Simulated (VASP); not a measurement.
Input of a VASP 6.6.1 run:

File INCAR:

```
ALGO = Normal ; EDIFF = 1E-7
ENCUT = 520 ; GGA = PE
ISIF = 2 ; ISMEAR = -1
LASPH = T ; LCHARG = F
LREAL = F ; LWAVE = F
NBANDS = 16 ; NELM = 60
PREC = Accurate ; SIGMA = 0.08
```

File KPOINTS:

```
k-points
0
Gamma
  15 15 15
```

Contents of POSCAR:

```
GaAs
1.0
    0.0000000000      2.4165485800      2.4165485800
    2.4165485800      0.0000000000      2.4165485800
    2.4165485800      2.4165485800      0.0000000000
Ga As
1 1
Direct
    0.0000000000      0.0000000000      0.0000000000
    0.5000000000      0.5000000000      0.5000000000
```

Potentials or basis: VASP PAW PBE potentials, release 64 (Ga_d, As).

Run with:

```sh
$ cat potpaw_PBE.64/Ga_d/POTCAR potpaw_PBE.64/As/POTCAR > POTCAR
$ mpirun -np 1 vasp_std > vasp.out
```

Problem. Predict the pressure.

Solution. 50.9 GPa.

Problem. Estimate the band gap on the k mesh.

Solution. Zero (band 9 reaches 10.07 eV, above the bottom of band 10 at 5.99 eV).
